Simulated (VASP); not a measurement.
# ZnS (F-43m) in VASP: a series of runs

ZnS is run at these levels: PBE, revPBE+D3(BJ), BLYP+D3(BJ); tasks: single point, relaxation of cell and atoms.

Program: VASP 6.6.1. These are calculated values, not measurements. Logs are shortened: lines on timing, memory, paths and dates and some standing lists are left out, and cuts for length are marked.

**Measured values to compare with.**

“Electronic, vibrational, and thermodynamic properties of ZnS (zincblende and rocksalt structure)”, 2009, arxiv:0911.5022 quotes, for a bulk crystal of ZnS at 19 K: band gap 3.85 eV (direct).

The runs below are set against these values where they give the same quantity.

**1. The cell of the first run**

Symmetry: F-43m, No. 216, cubic system. Conventional cell: a = 5.404 Å, b = 5.404 Å, c = 5.404 Å, α = 90.00°, β = 90.00°, γ = 90.00°. Within 3.1 Å of Zn (site symmetry -43m) lie 4 S at 2.34 Å. S (site symmetry -43m) has 4 Zn at 2.34 Å within 3.1 Å.

**2. Single point, PBE**

The input, INCAR:

```
  PREC = Accurate
  ENCUT = 520
  EDIFF = 1E-6
  ISMEAR = -1
  SIGMA = 0.04
  LREAL = False
  LASPH = True
  NELM = 100
  ALGO = Normal
  ISIF = 2
  LWAVE = False
  LCHARG = False
  GGA = PE
  NBANDS = 16
```

The input, KPOINTS:

```
Automatic mesh
0
Gamma
  5 5 5
```

The input, POSCAR:

```
ZnS
1.0
    0.0000000000      2.7020000000      2.7020000000
    2.7020000000      0.0000000000      2.7020000000
    2.7020000000      2.7020000000      0.0000000000
Zn S
1 1
Direct
    0.7500000000      0.7500000000      0.7500000000
    0.0000000000      0.0000000000      0.0000000000
```

Potentials or basis: VASP PAW PBE potentials, release 64 (Zn, S).

Run with:

```bash
cat potpaw_PBE.64/Zn/POTCAR potpaw_PBE.64/S/POTCAR > POTCAR
mpirun -np 1 vasp_std > vasp.out
```

OUTCAR:

```text
PREC = Accurate
   ENCUT = 520
   EDIFF = 1E-6
   ISMEAR = -1
   LREAL = False
   LASPH = True
   NELM = 100
   ISIF = 2
   GGA = PE

 ion  position               nearest neighbor table
   1  0.750  0.750  0.750-   2 2.34   2 2.34   2 2.34   2 2.34
   2  0.000  0.000  0.000-   1 2.34   1 2.34   1 2.34   1 2.34

  LATTYP: Found a face centered cubic cell.
 ALAT       =     5.4040000000

  Lattice vectors:

 A1 = (   0.0000000000,   2.7020000000,   2.7020000000)
 A2 = (   2.7020000000,   0.0000000000,   2.7020000000)
 A3 = (   2.7020000000,   2.7020000000,   0.0000000000)

Analysis of symmetry for initial positions (statically):
=====================================================================
 Subroutine PRICEL returns:
 Original cell was already a primitive cell.

 Routine SETGRP: Setting up the symmetry group for a
 face centered cubic supercell.

 Subroutine GETGRP returns: Found 24 space group operations
 (whereof 24 operations were pure point group operations)
 out of a pool of 48 trial point group operations.

The static configuration has the point symmetry T_d .

Analysis of symmetry for dynamics (positions and initial velocities):
=====================================================================
 Subroutine PRICEL returns:
 Original cell was already a primitive cell.

 Routine SETGRP: Setting up the symmetry group for a
 face centered cubic supercell.

 Subroutine GETGRP returns: Found 24 space group operations
 (whereof 24 operations were pure point group operations)
 out of a pool of 48 trial point group operations.

The dynamic configuration has the point symmetry T_d .

 Subroutine INISYM returns: Found 24 space group operations
 (whereof 24 operations are pure point group operations),
 and found     1 'primitive' translations

----------------------------------------------------------------------------------------

                                     Primitive cell

  volume of cell :      39.4535

  direct lattice vectors                    reciprocal lattice vectors
     0.000000000  2.702000000  2.702000000    -0.185048113  0.185048113  0.185048113
     2.702000000  0.000000000  2.702000000     0.185048113 -0.185048113  0.185048113
     2.702000000  2.702000000  0.000000000     0.185048113  0.185048113 -0.185048113

  length of vectors
     3.821205046  3.821205046  3.821205046     0.320512733  0.320512733  0.320512733

  position of ions in fractional coordinates (direct lattice)
     0.750000000  0.750000000  0.750000000
     0.000000000  0.000000000  0.000000000

  ion indices of the primitive-cell ions
   primitive index   ion index
                 1           1
                 2           2

----------------------------------------------------------------------------------------

 KPOINTS: Automatic mesh

Automatic generation of k-mesh.
 Grid dimensions read from file:
 generate k-points for:    5    5    5

 Generating k-lattice:

  Cartesian coordinates                     Fractional coordinates (reciprocal lattice)
    -0.037009623  0.037009623  0.037009623     0.200000000  0.000000000  0.000000000
     0.037009623 -0.037009623  0.037009623     0.000000000  0.200000000  0.000000000
     0.037009623  0.037009623 -0.037009623     0.000000000  0.000000000  0.200000000

  Length of vectors
     0.064102547  0.064102547  0.064102547

  Shift w.r.t. Gamma in fractional coordinates (k-lattice)
     0.000000000  0.000000000  0.000000000

 Subroutine IBZKPT returns following result:
 ===========================================

 Found     10 irreducible k-points:

 Following reciprocal coordinates:
            Coordinates               Weight
  0.000000  0.000000  0.000000      1.000000
  0.200000  0.000000  0.000000      8.000000
  0.400000  0.000000  0.000000      8.000000
  0.200000  0.200000  0.000000      6.000000
  0.400000  0.200000  0.000000     24.000000
 -0.400000  0.200000  0.000000     24.000000
 -0.200000  0.200000  0.000000     12.000000
  0.400000  0.400000  0.000000      6.000000
 -0.400000  0.400000  0.000000     12.000000
 -0.400000  0.400000  0.200000     24.000000
   k-points           NKPTS =     10   k-points in BZ     NKDIM =     10   number of bands    NBANDS=     16
   number of dos      NEDOS =    301   number of ions     NIONS =      2
   total plane-waves  NPLWV =  21952
   dimension x,y,z NGX =    28 NGY =   28 NGZ =   28
   dimension x,y,z NGXF=    56 NGYF=   56 NGZF=   56
   ions per type =               1   1
   NGX,Y,Z   is equivalent  to a cutoff of  12.18, 12.18, 12.18 a.u.
   NGXF,Y,Z  is equivalent  to a cutoff of  24.36, 24.36, 24.36 a.u.
 SYSTEM =  unknown system
   PREC   = accura    normal or accurate (medium, high low for compatibility)
   ISTART =      0    job   : 0-new  1-cont  2-samecut
   ICHARG =      2    charge: 1-file 2-atom 10-const
   ISPIN  =      1    spin polarized calculation?
   LNONCOLLINEAR =      F non collinear calculations
   LSORBIT =      F    spin-orbit coupling
[... 124 lines left out ...]
      9       1.2192      2.00000
     10       6.2999      0.00000
     11       7.0921      0.00000
     12       9.9789      0.00000
     13       9.9789      0.00000
     14      11.1698      0.00000
     15      14.3782      0.00000
     16      16.8339      0.00000

 k-point     5 :       0.4000    0.2000    0.0000
  band No.  band energies     occupation
      1     -10.1810      2.00000
      2      -4.1863      2.00000
      3      -4.0528      2.00000
      4      -4.0088      2.00000
      5      -3.7189      2.00000
      6      -3.6898      2.00000
      7      -1.7066      2.00000
      8       0.4338      2.00000
      9       0.7308      2.00000
     10       6.5098      0.00000
     11       7.8147      0.00000
     12       9.7171      0.00000
     13      10.5463      0.00000
     14      13.1390      0.00000
     15      15.3472      0.00000
     16      16.5100      0.00000

 k-point     6 :      -0.4000    0.2000    0.0000
  band No.  band energies     occupation
      1      -9.9759      2.00000
      2      -4.1126      2.00000
      3      -4.0494      2.00000
      4      -3.7818      2.00000
      5      -3.7178      2.00000
      6      -3.5217      2.00000
      7      -2.7380      2.00000
      8      -0.2061      2.00000
      9       0.9080      2.00000
     10       6.6309      0.00000
     11       8.4115      0.00000
     12      10.0862      0.00000
     13      10.7523      0.00000
     14      13.9472      0.00000
     15      14.1389      0.00000
     16      16.5345      0.00000

 k-point     7 :      -0.2000    0.2000    0.0000
  band No.  band energies     occupation
      1     -10.3616      2.00000
      2      -4.1309      2.00000
      3      -4.1224      2.00000
      4      -4.1062      2.00000
      5      -3.7552      2.00000
      6      -3.6959      2.00000
      7      -1.1767      2.00000
      8       0.2422      2.00000
      9       1.5491      2.00000
     10       6.7022      0.00000
     11       8.6861      0.00000
     12       9.0906      0.00000
     13       9.5294      0.00000
     14      12.1191      0.00000
     15      14.9916      0.00000
     16      16.7075      0.00000

 k-point     8 :       0.4000    0.4000    0.0000
  band No.  band energies     occupation
      1      -9.9256      2.00000
      2      -4.2664      2.00000
      3      -3.9313      2.00000
      4      -3.9313      2.00000
      5      -3.6655      2.00000
      6      -3.6582      2.00000
      7      -1.9806      2.00000
      8       0.0732      2.00000
      9       0.0732      2.00000
     10       5.7101      0.00000
     11       6.3590      0.00000
     12      12.3571      0.00000
     13      12.9991      0.00000
     14      12.9991      0.00000
     15      15.5424      0.00000
     16      17.9499      0.00000

 k-point     9 :      -0.4000    0.4000    0.0000
  band No.  band energies     occupation
      1      -9.7933      2.00000
      2      -4.1727      2.00000
      3      -3.9287      2.00000
      4      -3.8634      2.00000
      5      -3.6864      2.00000
      6      -3.4072      2.00000
      7      -2.4844      2.00000
      8      -0.8366      2.00000
      9       0.1670      2.00000
     10       6.0709      0.00000
     11       7.5129      0.00000
     12      11.8510      0.00000
     13      12.3984      0.00000
     14      13.1515      0.00000
     15      15.0387      0.00000
     16      17.4304      0.00000

 k-point    10 :      -0.4000    0.4000    0.2000
  band No.  band energies     occupation
      1      -9.8680      2.00000
      2      -4.1078      2.00000
      3      -4.0038      2.00000
      4      -3.8416      2.00000
      5      -3.7188      2.00000
      6      -3.4994      2.00000
      7      -2.3010      2.00000
      8      -0.7013      2.00000
      9       0.0765      2.00000
     10       7.5866      0.00000
     11       7.8126      0.00000
     12       9.3353      0.00000
     13      12.0305      0.00000
     14      13.1108      0.00000
     15      15.4529      0.00000
     16      17.5779      0.00000

------------------------ aborting loop because EDIFF is reached ----------------------------------------

  FORCE on cell =-STRESS in cart. coord.  units (eV):
  Direction    XX          YY          ZZ          XY          YZ          ZX
  --------------------------------------------------------------------------------------
  -------------------------------------------------------------------------------------
  Total        0.4510952      0.4510952      0.4510952      0.0000000      0.0000000     -0.0000000
  in kB       18.3186185     18.3186185     18.3186185      0.0000000      0.0000000     -0.0000000
  external PRESSURE =      18.3186185 kB  Pullay stress =       0.0000000 kB

 VOLUME and BASIS-vectors are now :
 -----------------------------------------------------------------------------
  energy-cutoff  :      520.00
  volume of cell :       39.45
      direct lattice vectors                 reciprocal lattice vectors
     0.000000000  2.702000000  2.702000000    -0.185048113  0.185048113  0.185048113
     2.702000000  0.000000000  2.702000000     0.185048113 -0.185048113  0.185048113
     2.702000000  2.702000000  0.000000000     0.185048113  0.185048113 -0.185048113

 POSITION                                       TOTAL-FORCE (eV/Angst)
 -----------------------------------------------------------------------------------
      4.05300      4.05300      4.05300         0.000000      0.000000      0.000000
      0.00000      0.00000      0.00000        -0.000000     -0.000000     -0.000000
 -----------------------------------------------------------------------------------
    total drift:                                0.000001      0.000001      0.000001

  FREE ENERGIE OF THE ION-ELECTRON SYSTEM (eV)
  ---------------------------------------------------
  free  energy   TOTEN  =        -6.8358210164 eV

  energy  without entropy=       -6.8358210164  energy(sigma->0) =       -6.83582102
```

It took 7.6 s on 1 thread of Intel Xeon 8259CL, shared host; peak memory 0.15 GiB.

Results:

```
Free energy            : -6.8358 eV
Pressure               : 1.8 GPa
Band gap on the k mesh : 2.11 eV
```

Expect the measured gap to be larger: semilocal functionals such as PBE lack the derivative discontinuity.

**3. Single point, revPBE+D3(BJ)**

This run uses another cell than the first one, of 19.15 Å³/atom.

The input, INCAR:

```
SYSTEM = ZnS
ALGO     = Normal         ! electronic algorithm
EDIFF    = 1E-6           ! SCF threshold, eV
ENCUT    = 520            ! plane-wave cutoff, eV
GGA      = RE             ! functional
ISIF     = 2              ! what is computed and relaxed
ISMEAR   = -1             ! smearing method
IVDW     = 12             ! dispersion correction
LASPH    = .True.         ! aspherical terms in the spheres
LCHARG   = .False.        ! write CHGCAR
LREAL    = .False.        ! projectors in reciprocal space
LWAVE    = .False.        ! write WAVECAR
NBANDS   = 16             ! bands
NELM     = 100            ! most SCF steps
PREC     = Accurate       ! precision mode
SIGMA    = 0.05           ! smearing width, eV
```

The input, KPOINTS:

```
k-points
0
Gamma
  9 9 9
  0 0 0
```

The input, POSCAR:

```
ZnS
1.0
    0.0000000000      2.6755887292      2.6755887292
    2.6755887292      0.0000000000      2.6755887292
    2.6755887292      2.6755887292      0.0000000000
Zn S
1 1
Direct
    0.7500000000      0.7500000000      0.7500000000
    0.0000000000      0.0000000000      0.0000000000
```

Potentials or basis: VASP PAW PBE potentials, release 64 (Zn, S).

Run with:

```bash
cat potpaw_PBE.64/Zn/POTCAR potpaw_PBE.64/S/POTCAR > POTCAR
mpirun -np 1 vasp_std > vasp.out
```

It took 20 s on 1 thread of Intel Xeon 8259CL, shared host; peak memory 0.17 GiB.

Results (log left out):

```yaml
Free_energy: -7.4768 eV
Pressure: 0.1 GPa
Band_gap_on_the_k_mesh: 2.37 eV
Dispersion_energy_per_atom: -0.624 eV
```

Levels at points of the mesh, in eV from the valence-band top:
```tsv
k point	band 7	band 8	band 9	band 10	band 11	band 12
(0.00, 0.00, 0.00)	0.00	0.00	0.00	2.37	6.41	6.41
```

Caveat: the PAW data sets were made with another functional, which shifts forces and pressure a little.

**4. Single point, PBE**

The input, INCAR:

```
SYSTEM = ZnS
  ALGO = Normal
  EDIFF = 1E-6
  ENCUT = 520
  GGA = PE
  ISIF = 2
  ISMEAR = 0
  LASPH = .True.
  LCHARG = .False.
  LREAL = .False.
  LWAVE = .False.
  NBANDS = 16
  NELM = 60
  PREC = Accurate
  SIGMA = 0.019000000000000003
```

KPOINTS is that of step 3.

The input, POSCAR:

```
ZnS
1.0
    0.0000000000      2.7020000000      2.7020000000
    2.7020000000      0.0000000000      2.7020000000
    2.7020000000      2.7020000000      0.0000000000
Zn S
1 1
Direct
    0.7500000000      0.7500000000      0.7500000000
    0.0000000000      0.0000000000      0.0000000000
```

Run with:

```bash
cat potpaw_PBE.64/Zn/POTCAR potpaw_PBE.64/S/POTCAR > POTCAR
mpirun -np 1 vasp_std > vasp.out
```

It took 22 s on 1 thread of Intel Xeon 8259CL, shared host; peak memory 0.16 GiB.

The run converged. Its results:

```yaml
Free_energy: -6.8473 eV
Pressure: 1.8 GPa
Band_gap_on_the_k_mesh: 2.11 eV
```

Levels at points of the mesh, in eV from the valence-band top:
```csv
k point,band 5,band 6,band 7,band 8,band 9,band 10,band 11,band 12,band 13,band 14
"(0.00, 0.00, 0.00)",-5.84,-5.84,0.00,0.00,0.00,2.11,6.40,6.40,6.40,11.76
```

As with any semilocal functional, this PBE gap is likely too small.

**5. Single point, BLYP+D3(BJ)**

This run uses another cell than the first one, of 19.52 Å³/atom.

The input, INCAR:

```
AGGAC = 1.0
AGGAX = 1.0
ALDAC = 0.0
ALDAX = 1.0
ALGO = Normal
EDIFF = 1E-7
ENCUT = 520
GGA = B5
ISIF = 2
ISMEAR = -1
IVDW = 12
LASPH = True
LCHARG = True
LELF = True
LREAL = False
LVHAR = True
LWAVE = False
NBANDS = 16
NELM = 80
PREC = Accurate
SIGMA = 0.05
VDW_A1 = 0.4298
VDW_A2 = 4.2359
VDW_S6 = 1.0
VDW_S8 = 2.6996
```

The input, KPOINTS:

```
k-points
0
Gamma
  9 9 9
```

The input, POSCAR:

```
ZnS
1.0
    0.0000000000      2.6925359355      2.6925359355
    2.6925359355      0.0000000000      2.6925359355
    2.6925359355      2.6925359355      0.0000000000
Zn S
1 1
Direct
    0.7500000000      0.7500000000      0.7500000000
    0.0000000000      0.0000000000      0.0000000000
```

Run with:

```bash
cat potpaw_PBE.64/Zn/POTCAR potpaw_PBE.64/S/POTCAR > POTCAR
mpirun -np 1 vasp_std > vasp.out
```

Wall time 39 s (1 thread of Intel Xeon 8259CL, shared host); peak memory 0.17 GiB.

Results (log left out):

* Free energy: -7.1154 eV
* Pressure: 0.1 GPa
* Band gap on the k mesh: 2.18 eV
* Dispersion energy per atom: -0.675 eV

Levels at points of the mesh, in eV from the valence-band top:
| k point | band 7 | band 8 | band 9 | band 10 | band 11 | band 12 |
| --- | --- | --- | --- | --- | --- | --- |
| (0.00, 0.00, 0.00) | 0.00 | 0.00 | 0.00 | 2.18 | 6.44 | 6.44 |

Caveat: the PAW data sets were made with another functional, which shifts forces and pressure a little.

**6. Relaxation of cell and atoms, BLYP+D3(BJ)**

The input, INCAR:

```
SYSTEM = ZnS
PREC = Accurate ; ENCUT = 600
EDIFF = 1E-7 ; ISMEAR = -1
SIGMA = 0.05 ; LREAL = .False.
LASPH = .True. ; NELM = 60
ALGO = Normal ; ISIF = 3
LWAVE = .False. ; LCHARG = .False.
GGA = B5 ; ALDAX = 1.0
AGGAX = 1.0 ; AGGAC = 1.0
ALDAC = 0.0 ; IVDW = 12
VDW_S6 = 1.0 ; VDW_S8 = 2.6996
VDW_A1 = 0.4298 ; VDW_A2 = 4.2359
IBRION = 2 ; NSW = 80
EDIFFG = -0.005
```

The input, KPOINTS:

```
Automatic mesh
0
Gamma
  9 9 9
  0 0 0
```

The input, POSCAR:

```
ZnS
1.0
    0.0000000000      2.7020000000      2.7020000000
    2.7020000000      0.0000000000      2.7020000000
    2.7020000000      2.7020000000      0.0000000000
Zn S
1 1
Direct
    0.7500000000      0.7500000000      0.7500000000
    0.0000000000      0.0000000000      0.0000000000
```

Potentials or basis: VASP PAW PBE potentials, release 64 (Zn, S).

Run with:

```bash
cat potpaw_PBE.64/Zn/POTCAR potpaw_PBE.64/S/POTCAR > POTCAR
mpirun -np 1 vasp_std > vasp.out
```

Wall time 1.8 min (1 thread of Intel Xeon 8259CL, shared host); peak memory 0.2 GiB.

It converged, with:

* Free energy: -7.1175 eV
* Relaxed volume: 19.55 Å³/atom
* Relaxed cell: a = 3.810 Å, b = 3.810 Å, c = 3.810 Å, α = 60.00°, β = 60.00°, γ = 60.00°
* Space group after relaxing (to 0.1 Å): F-43m (No. 216)
* Energy gained by relaxing: 0.4 meV/atom
* Ionic steps: 3
* Pressure after relaxing: 0.0 GPa
* Band gap on the k mesh: 2.17 eV
* Dispersion energy per atom: -0.674 eV

Step by step:
```
step  energy change (eV)  largest force (eV/Å)  pressure (GPa)  volume (Å³)
   1              0.0000                0.0000           -0.69        39.45
   2             -0.0007                0.0000            0.24        38.97
   3             -0.0008                0.0000           -0.01        39.09
```

Final structure:
```cif
data_structure
_symmetry_space_group_name_H-M 'P 1'
_symmetry_Int_Tables_number 1
_cell_length_a 3.8095
_cell_length_b 3.8095
_cell_length_c 3.8095
_cell_angle_alpha 60.000
_cell_angle_beta 60.000
_cell_angle_gamma 60.000
_cell_volume 39.09
loop_
_atom_site_label
_atom_site_type_symbol
_atom_site_fract_x
_atom_site_fract_y
_atom_site_fract_z
_atom_site_occupancy
Zn1 Zn 0.75000 0.75000 0.75000 1
S1 S 0.00000 0.00000 0.00000 1
```

Levels at points of the mesh, in eV from the valence-band top:
```csv
k point,band 7,band 8,band 9,band 10,band 11,band 12
"(0.00, 0.00, 0.00)",0.00,0.00,0.00,2.17,6.44,6.44
```

Caveat: the PAW data sets were made with another functional, which shifts forces and pressure a little.

**7. The runs side by side**

| task | level | cell | k mesh | cutoff (eV) | smearing | gap on the mesh (eV) | pressure (GPa) |
| --- | --- | --- | --- | --- | --- | --- | --- |
| single point | PBE | a = 3.821 Å, angles 60.0°, 2 atoms | 5 × 5 × 5 | 520 | fermi-dirac 0.04 eV | 2.11 | 1.8 |
| single point | revPBE+D3(BJ) | a = 3.784 Å, angles 60.0°, 2 atoms | 9 × 9 × 9 | 520 | fermi-dirac 0.05 eV | 2.37 | 0.1 |
| single point | PBE | a = 3.821 Å, angles 60.0°, 2 atoms | 9 × 9 × 9 | 520 | gaussian 0.019 eV | 2.11 | 1.8 |
| single point | BLYP+D3(BJ) | a = 3.808 Å, angles 60.0°, 2 atoms | 9 × 9 × 9 | 520 | fermi-dirac 0.05 eV | 2.18 | 0.1 |
| relaxation of cell and atoms | BLYP+D3(BJ) | relaxed from a = 3.821 Å, angles 60.0°, 2 atoms | 9 × 9 × 9 | 600 | fermi-dirac 0.05 eV | 2.17 | 0.0 |

Alike in all rows: potentials or basis VASP PAW PBE potentials, release 64 (Zn, S); no spin polarisation.

Caveats: the PAW data sets were made with another functional, which shifts forces and pressure a little (at least some runs).

Absolute energies hang on the potentials; compare differences alone.

**8. Comparison with measurements**

Step 3. Measured gap of ZnS: 3.85 eV (direct; 19 K; quoted in “Electronic, vibrational, and thermodynamic properties of ZnS (zincblende and rocksalt structure)”, 2009, arxiv:0911.5022). This calculation gives 2.37 eV (-1.48 eV). The value is that of revPBE+D3(BJ), without temperature or zero-point motion. Semilocal functionals fall short of measured gaps as a rule.

Step 5. Measured gap of ZnS: 3.85 eV (direct; 19 K; quoted in “Electronic, vibrational, and thermodynamic properties of ZnS (zincblende and rocksalt structure)”, 2009, arxiv:0911.5022). This calculation gives 2.18 eV (-1.67 eV). The value is that of BLYP+D3(BJ), without temperature or zero-point motion. Semilocal functionals fall short of measured gaps as a rule.
